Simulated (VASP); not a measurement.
# C (P6_3/mmc) in VASP: a series of runs, part 2 of 2

VASP 6.6.1.

## Step 4: Single point, PBEsol

The COD entry that gives the cell may itself be a prediction, so a difference from it is no test against experiment.

This run uses another cell than the first one, of 5.62 Å³/atom, 1.007 times its volume.

INCAR

```
ALGO = Normal
EDIFF = 1E-6
ENCUT = 600
GGA = PS
GGA_COMPAT = F
ISIF = 2
ISMEAR = -1
LASPH = T
LCHARG = F
LREAL = F
LWAVE = F
NBANDS = 26
NELM = 120
PREC = Accurate
SIGMA = 0.05
```

KPOINTS

```
k-points
0
Gamma
  12 12 4
```

POSCAR

```
C
1.0
    2.5053705890      0.0000000000      0.0000000000
   -1.2526852945      2.1697145759      0.0000000000
    0.0000000000      0.0000000000      8.2647192736
C
8
Direct
    0.6666666667      0.3333333333      0.8444562116
    0.3333333333      0.6666666667      0.3444562116
    0.6666666667      0.3333333333      0.6555437884
    0.3333333333      0.6666666667      0.1555437884
    0.0000000000      0.0000000000      0.9070479449
    0.0000000000      0.0000000000      0.4070479449
    0.0000000000      0.0000000000      0.5929520551
    0.0000000000      0.0000000000      0.0929520551
```

On the command line:

```console
$ cat potpaw_PBE.64/C/POTCAR > POTCAR
$ mpirun -np 1 vasp_std > vasp.out
```

It took 51 s on 1 thread of Intel Xeon Platinum 8488C (Sapphire Rapids), shared host; peak memory 0.19 GiB.

The run converged. Its results:

| Item | Value |
| --- | --- |
| Free energy | -76.9492 eV |
| Pressure | 0.4 GPa |
| Largest force | 0.006 eV/Å |
| Band gap on the k mesh | 4.43 eV, indirect (least direct gap 5.27 eV) |

Forces in eV/Å, atoms in the order of the input:
```
C    0.000  0.000 -0.006
C    0.000  0.000 -0.006
C    0.000  0.000  0.006
C    0.000  0.000  0.006
C    0.000  0.000  0.000
C    0.000  0.000  0.000
C    0.000  0.000  0.000
C    0.000  0.000  0.000
```

Stress tensor (GPa, compression positive):
```
0.46 0.00 0.00
0.00 0.46 0.00
0.00 0.00 0.38
```

Levels at points of the mesh, in eV from the valence-band top:
```tsv
k point	band 14	band 15	band 16	band 17	band 18	band 19
(0.00, 0.00, 0.00)	-0.24	0.00	0.00	5.27	5.27	5.44
(0.50, 0.00, 0.00)	-4.74	-3.74	-3.01	4.48	5.47	5.89
(0.00, 0.00, 0.50)	-0.66	-0.66	-0.66	6.05	6.05	6.05
(0.50, 0.00, 0.50)	-4.82	-3.72	-3.72	4.83	4.83	6.87
```

Caveat: the PAW data sets were made with another functional, which shifts forces and pressure a little. A k mesh can miss the band edges.

## Step 5: Relaxation of cell and atoms, PBEsol

This run uses another cell than the first one, of 5.67 Å³/atom, 1.017 times its volume.

INCAR

```
SYSTEM = C
PREC = Accurate ; ENCUT = 600
EDIFF = 1E-7 ; ISMEAR = -1
SIGMA = 0.05 ; LREAL = .False.
LASPH = .True. ; NELM = 120
ALGO = Normal ; ISIF = 3
LWAVE = .False. ; LCHARG = .False.
GGA = PS ; IBRION = 2
NSW = 60 ; EDIFFG = -0.01
GGA_COMPAT = .False. ; NELMIN = 4
```

KPOINTS

```
Automatic mesh
0
Gamma
  12 12 4
  0 0 0
```

POSCAR

```
C
1.0
    2.5221000000      0.0000000000      0.0000000000
   -1.2610500000      2.1842026709      0.0000000000
    0.0000000000      0.0000000000      8.2371000000
C
8
Direct
    0.6666666667      0.3333333333      0.8437500000
    0.3333333333      0.6666666667      0.3437500000
    0.6666666667      0.3333333333      0.6562500000
    0.3333333333      0.6666666667      0.1562500000
    0.0000000000      0.0000000000      0.9062500000
    0.0000000000      0.0000000000      0.4062500000
    0.0000000000      0.0000000000      0.5937500000
    0.0000000000      0.0000000000      0.0937500000
```

Potentials or basis: VASP PAW PBE potentials, release 64 (C).

On the command line:

```console
$ cat potpaw_PBE.64/C/POTCAR > POTCAR
$ mpirun -np 1 vasp_std > vasp.out
```

OUTCAR:

```text
SYSTEM = C
   PREC = Accurate
   ENCUT = 600
   EDIFF = 1E-7
   ISMEAR = -1
   LREAL = .False.
   LASPH = .True.
   NELM = 120
   ISIF = 3
   GGA = PS
   IBRION = 2
   NSW = 60
   EDIFFG = -0.01
   NELMIN = 4

 ion  position               nearest neighbor table
   1  0.667  0.333  0.844-   3 1.54   5 1.54   5 1.54   5 1.54
   2  0.333  0.667  0.344-   4 1.54   6 1.54   6 1.54   6 1.54
   3  0.667  0.333  0.656-   1 1.54   7 1.54   7 1.54   7 1.54
   4  0.333  0.667  0.156-   2 1.54   8 1.54   8 1.54   8 1.54
   5  0.000  0.000  0.906-   8 1.54   1 1.54   1 1.54   1 1.54
   6  0.000  0.000  0.406-   7 1.54   2 1.54   2 1.54   2 1.54
   7  0.000  0.000  0.594-   6 1.54   3 1.54   3 1.54   3 1.54
   8  0.000  0.000  0.094-   5 1.54   4 1.54   4 1.54   4 1.54

  LATTYP: Found a hexagonal cell.
 ALAT       =     2.5221000000
 C/A-ratio  =     3.2659688355

  Lattice vectors:

 A1 = (   2.5221000000,   0.0000000000,   0.0000000000)
 A2 = (  -1.2610500000,   2.1842026709,   0.0000000000)
 A3 = (   0.0000000000,   0.0000000000,   8.2371000000)

Analysis of symmetry for initial positions (statically):
=====================================================================
[... 187 lines left out ...]

------------------------ aborting loop because EDIFF is reached ----------------------------------------

  FORCE on cell =-STRESS in cart. coord.  units (eV):
  Direction    XX          YY          ZZ          XY          YZ          ZX
  --------------------------------------------------------------------------------------
  -------------------------------------------------------------------------------------
  Total       -2.2840269     -2.2840269      1.2437907      0.0000000      0.0000000      0.0000000
  in kB      -80.6458861    -80.6458861     43.9165595      0.0000000      0.0000000      0.0000000
  external PRESSURE =     -39.1250709 kB  Pullay stress =       0.0000000 kB
[... 239 lines left out ...]
--------------------------------------- Ionic step        7  -------------------------------------------

 number of electron      31.9999998 magnetization

 Free energy of the ion-electron system (eV)
  ---------------------------------------------------
  ext. energy  EPLUGINS =         0.00000000
  ---------------------------------------------------
  free energy    TOTEN  =       -76.95128565 eV

  energy without entropy =      -76.95128565  energy(sigma->0) =      -76.95128565

 E-fermi :  11.0013     XC(G=0): -13.4751

 val. band max:        9.9763342247   @ k =   0.0000   0.0000   0.0000
 cond. band min:      14.4048247965   @ k =   0.4167   0.0000   0.0000
 fundamental gap:      4.4284905718
 Fermi energy:        11.0012683838

 k-point     1 :       0.0000    0.0000    0.0000
  band No.  band energies     occupation
      1     -11.8178      2.00000
      2     -10.1601      2.00000
      3     -10.0567      2.00000
      4      -6.0427      2.00000
      5      -3.7432      2.00000
      6       3.0416      2.00000
[... 565 lines left out ...]
     20      17.3791      0.00000
     21      17.9869      0.00000

 [... further k-points ...]
[... 5 lines left out ...]
  --------------------------------------------------------------------------------------
  -------------------------------------------------------------------------------------
  Total        0.0027148      0.0027148      0.0025818      0.0000000     -0.0000000      0.0000000
  in kB        0.0967306      0.0967306      0.0919912      0.0000000     -0.0000000      0.0000000
  external PRESSURE =       0.0951508 kB  Pullay stress =       0.0000000 kB
[... 23 lines left out ...]
  FREE ENERGIE OF THE ION-ELECTRON SYSTEM (eV)
  ---------------------------------------------------
  free  energy   TOTEN  =       -76.9512856500 eV

  energy  without entropy=      -76.9512856500  energy(sigma->0) =      -76.95128565

 reached required accuracy - stopping structural energy minimisation
```

OSZICAR:

```text
N       E                     dE             d eps       ncg     rms          rms(c)
DAV:   1     0.934985198674E+02    0.93499E+02   -0.18720E+04  2394   0.166E+03
DAV:   2    -0.739811882405E+02   -0.16748E+03   -0.15676E+03  3324   0.274E+02
DAV:   3    -0.794957433300E+02   -0.55146E+01   -0.54754E+01  2972   0.491E+01
[... 53 lines left out ...]
       N       E                     dE             d eps       ncg     rms          rms(c)
DAV:   1    -0.769512859923E+02   -0.10414E-04   -0.76794E-04  2749   0.207E-01    0.734E-03
DAV:   2    -0.769512862000E+02   -0.20772E-06   -0.14757E-05  2949   0.277E-02    0.469E-03
DAV:   3    -0.769512856518E+02    0.54814E-06   -0.13383E-06  2897   0.952E-03    0.974E-04
DAV:   4    -0.769512856500E+02    0.18611E-08   -0.23274E-07  2388   0.349E-03
   7 F= -.76951286E+02 E0= -.76951286E+02  d E =-.349320E-05
```

It took 2.7 min on 1 thread of Intel Xeon Platinum 8488C (Sapphire Rapids), shared host; peak memory 0.19 GiB.

What came out:

| Quantity | Value |
| --- | --- |
| Free energy | -76.9513 eV |
| Relaxed volume | 5.62 Å³/atom |
| Relaxed cell | a = 2.506 Å, b = 2.506 Å, c = 8.267 Å, α = 90.00°, β = 90.00°, γ = 120.00° |
| Space group after relaxing (to 0.05 Å) | P6_3/mmc (No. 194) |
| Energy gained by relaxing | 3.1 meV/atom |
| Ionic steps | 7 |
| Pressure after relaxing | 0.0 GPa |
| Band gap on the k mesh | 4.43 eV, indirect (least direct gap 5.27 eV) |

Step by step:
| step | energy change (eV) | largest force (eV/Å) | pressure (GPa) | volume (Å³) |
| --- | --- | --- | --- | --- |
| 1 | 0.0000 | 0.3295 | -3.91 | 45.38 |
| 2 | 0.0177 | 0.5066 | 5.43 | 44.47 |
| 3 | -0.0246 | 0.0574 | -0.17 | 44.98 |
| 4 | -0.0245 | 0.0682 | 0.21 | 44.94 |
| 5 | -0.0248 | 0.0100 | 0.02 | 44.96 |
| 6 | -0.0248 | 0.0170 | 0.00 | 44.97 |
| 7 | -0.0248 | 0.0003 | 0.01 | 44.97 |

Final structure:
```cif
data_structure
_symmetry_space_group_name_H-M 'P 1'
_symmetry_Int_Tables_number 1
_cell_length_a 2.5061
_cell_length_b 2.5061
_cell_length_c 8.2669
_cell_angle_alpha 90.000
_cell_angle_beta 90.000
_cell_angle_gamma 120.000
_cell_volume 44.97
loop_
_atom_site_label
_atom_site_type_symbol
_atom_site_fract_x
_atom_site_fract_y
_atom_site_fract_z
_atom_site_occupancy
C1 C 0.66667 0.33333 0.84445 1
C2 C 0.33333 0.66667 0.34445 1
C3 C 0.66667 0.33333 0.65555 1
C4 C 0.33333 0.66667 0.15555 1
C5 C 0.00000 0.00000 0.90704 1
C6 C 0.00000 0.00000 0.40704 1
C7 C 0.00000 0.00000 0.59296 1
C8 C 0.00000 0.00000 0.09296 1
```

Caveat: the PAW data sets were made with another functional, which shifts forces and pressure a little. As with any semilocal functional, this PBEsol gap is likely too small.

## Step 6: Single point, PBE

This run uses another cell than the first one, of 5.67 Å³/atom, 1.017 times its volume.

INCAR

```
PREC     = Accurate       # precision mode
ENCUT    = 520            # plane-wave cutoff, eV
EDIFF    = 1E-6           # SCF threshold, eV
ISMEAR   = -1             # smearing method
SIGMA    = 0.05           # smearing width, eV
LREAL    = F              # projectors in reciprocal space
LASPH    = T              # aspherical terms in the spheres
NELM     = 80             # most SCF steps
ALGO     = Normal         # electronic algorithm
ISIF     = 2              # what is computed and relaxed
LWAVE    = F              # write WAVECAR
LCHARG   = T              # write CHGCAR
GGA      = PE             # functional
LELF     = T              # ELF
LVHAR    = T            
NBANDS   = 26             # bands
```

KPOINTS

```
regular mesh
0
Gamma
  5 5 2
```

POSCAR is that of step 5.

Potentials or basis: VASP PAW PBE potentials, release 64 (C).

On the command line:

```console
$ cat potpaw_PBE.64/C/POTCAR > POTCAR
$ mpirun -np 1 vasp_std > vasp.out
```

Run time: 8.6 s. Hardware: 1 thread of AMD EPYC 9R45 (Zen 5), shared host; peak memory 0.12 GiB.

It converged, with:

```yaml
Free_energy: -72.5756 eV
Pressure: 3.1 GPa
Largest_force: 0.347 eV/Å
Band_gap_on_the_k_mesh: 4.41 eV, indirect (least direct gap 5.18 eV)
```

Forces on the atoms (eV/Å):
```
C    0.000  0.000  0.347
C    0.000  0.000  0.347
C    0.000  0.000 -0.347
C    0.000  0.000 -0.347
C    0.000  0.000  0.312
C    0.000  0.000  0.312
C    0.000  0.000 -0.312
C    0.000  0.000 -0.312
```

Stress tensor (GPa, compression positive):
```
-0.74  0.00  0.00
 0.00 -0.74  0.00
 0.00  0.00 10.72
```

Levels at points of the mesh, in eV from the valence-band top:
| k point | band 13 | band 14 | band 15 | band 16 | band 17 | band 18 | band 19 | band 20 |
| --- | --- | --- | --- | --- | --- | --- | --- | --- |
| (0.00, 0.00, 0.00) | -1.74 | -0.22 | 0.00 | 0.00 | 5.18 | 5.18 | 5.71 | 7.00 |
| (0.00, 0.00, 0.50) | -0.68 | -0.68 | -0.68 | -0.68 | 5.97 | 5.97 | 5.97 | 5.97 |

Caveat: the k points lie up to 0.58 Å⁻¹ apart. A k mesh can miss the band edges.

## Step 7: Summary

| task | level | cell | k mesh | cutoff (eV) | gap on the mesh (eV) | pressure (GPa) | largest force (eV/Å) |
| --- | --- | --- | --- | --- | --- | --- | --- |
| single point | PBEsol+D3(BJ) | a = 2.500, b = 2.500, c = 8.247 Å, angles 90.0, 90.0, 120.0°, 8 atoms | 12 × 12 × 4 | 600 | 4.45 | -0.4 | 0.01 |
| single point | PBEsol+D4 | a = 2.500, b = 2.500, c = 8.246 Å, angles 90.0, 90.0, 120.0°, 8 atoms | 12 × 12 × 4 | 600 | 4.45 | 0.5 | 0.01 |
| single point | PBEsol | a = 2.505, b = 2.505, c = 8.265 Å, angles 90.0, 90.0, 120.0°, 8 atoms | 12 × 12 × 4 | 600 | 4.43 | 0.4 | 0.01 |
| relaxation of cell and atoms | PBEsol | relaxed from a = 2.522, b = 2.522, c = 8.237 Å, angles 90.0, 90.0, 120.0°, 8 atoms | 12 × 12 × 4 | 600 | 4.43 | 0.0 | - |
| single point | PBE | a = 2.522, b = 2.522, c = 8.237 Å, angles 90.0, 90.0, 120.0°, 8 atoms | 5 × 5 × 2 | 520 | 4.41 | 3.1 | 0.35 |

Alike in all rows: potentials or basis VASP PAW PBE potentials, release 64 (C); no spin polarisation; smearing fermi-dirac 0.05 eV.

Caveats: some runs use coarse meshes; the PAW data sets were made with another functional, which shifts forces and pressure a little (some runs); three body term missing (some runs).

Total energies depend on the potentials used, so only differences within one code and one set of settings carry meaning.
